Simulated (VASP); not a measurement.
Set up this calculation in VASP 6.6.1, as the native input.

```yaml
Task: G0W0 quasiparticle levels
Functional: LDA
Potentials_or_basis: VASP PAW LDA potentials, release 64 (Mg_GW, O_GW)
Cutoff: 500 eV
k_mesh: 4 × 4 × 4
Occupations: gaussian, width 0.01 eV
Spin: no spin polarisation
Dipole_correction: no
GW_scheme: G0W0
GW_iterations: 1
Cutoff_of_the_response_function: 100
Frequency_points: 48
Empty_bands: 30
Further_INCAR_settings: ALGO = EVGW0; EDIFF = 1e-08; NBANDS = 34
```

The system is MgO.

```
CELL_PARAMETERS angstrom
2.62335 0.00000 0.00000
0.00000 2.62335 0.00000
0.00000 0.00000 2.62335
ATOMIC_POSITIONS crystal
Mg 0.00000 0.00000 0.00000
O 0.50000 0.50000 0.50000
```

One way to write it, as run:

POSCAR

```
MgO
1.0
    2.6233491285      0.0000000000      0.0000000000
    0.0000000000      2.6233491285      0.0000000000
    0.0000000000      0.0000000000      2.6233491285
Mg O
1 1
Direct
    0.0000000000      0.0000000000      0.0000000000
    0.5000000000      0.5000000000      0.5000000000
```

INCAR.step1

```
PREC = Accurate
ENCUT = 500
EDIFF = 1E-8
ISMEAR = 0
SIGMA = 0.01
LREAL = False
LASPH = True
NELM = 60
ALGO = Normal
LWAVE = True
LCHARG = False
```

INCAR.step2

```
PREC = Accurate
ENCUT = 500
EDIFF = 1E-8
ISMEAR = 0
SIGMA = 0.01
LREAL = False
LASPH = True
NELM = 1
ALGO = Exact
LWAVE = True
LCHARG = False
NBANDS = 34
LOPTICS = True
ISTART = 1
```

INCAR.step3

```
PREC = Accurate
ENCUT = 500
EDIFF = 1E-8
ISMEAR = 0
SIGMA = 0.01
LREAL = False
LASPH = True
ALGO = EVGW0
LWAVE = False
LCHARG = False
NELMGW = 1
NBANDS = 34
ENCUTGW = 100.0
NOMEGA = 48
PRECFOCK = Fast
ISTART = 1
NBANDSGW = 12
```

KPOINTS

```
regular mesh
0
Gamma
  4 4 4
```

Potentials or basis: VASP PAW LDA potentials, release 64 (Mg_GW, O_GW).

Launch:

```sh
$ cat potpaw_LDA.64/Mg_GW/POTCAR potpaw_LDA.64/O_GW/POTCAR > POTCAR
$ cp INCAR.step1 INCAR
$ mpirun -np 1 vasp_std > vasp.out
$ cp INCAR.step2 INCAR
$ mpirun -np 1 vasp_std > vasp.out
$ cp INCAR.step3 INCAR
$ mpirun -np 1 vasp_std > vasp.out
```

It gave:

```
Band gap on the k mesh, mean-field level : 2.54 eV, indirect (least direct gap 3.58 eV)
Quasiparticle gap                        : 4.42 eV
Least direct quasiparticle gap           : 5.58 eV
```

Caveat: the k points lie up to 0.60 Å⁻¹ apart; bands, screening cutoff and mesh are small and nothing is extrapolated, so the quasiparticle values aren't converged.

It took 16 s on 1 thread of Intel(R) Xeon(R) Platinum 8259CL CPU @ 2.50GHz (Skylake/Cascade Lake) (shared host), peak memory 0.18 GiB.
